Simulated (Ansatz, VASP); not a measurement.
One calculation of LiF, two programs

```
Li F
1.0
     3.21401    0.00000    0.00000
    -1.60700    2.78341    0.00000
     0.00000    0.00000    4.63685
Li F
2 2
Direct
  0.33333 0.66667 0.35047
  0.66667 0.33333 0.85047
  0.33333 0.66667 0.99393
  0.66667 0.33333 0.49393
```

Alike in both runs: task single point; functional PBE; k mesh 9 × 9 × 6; occupations gaussian, width 0.05 eV; no spin polarisation.

```csv
,VASP,Ansatz
version,VASP 6.6.1,Ansatz 0.2.0
potentials or method,"VASP PAW PBE potentials, release 64 (Li_sv, F), cutoff 520 eV","scalar-relativistic, plane waves, PAW"
valence electrons in the cell,20,20
```

VASP gave:

| Property | Result |
| --- | --- |
| gap on the k mesh at the Fermi level (eV) | 7.63 |
| least direct gap on the mesh (eV) | 7.63 |
| rms of the force components (eV/Å) | 0.821 |

Problem. Estimate Ansatz's values.

Solution. gap on the k mesh at the Fermi level (eV): 7.64; least direct gap on the mesh (eV): 7.64; rms of the force components (eV/Å): 0.774.

Atom by atom the forces differ by 0.046 eV/Å (rms over components).

Noted on VASP's run: the cutoff is short for stress, so the pressure is rough.
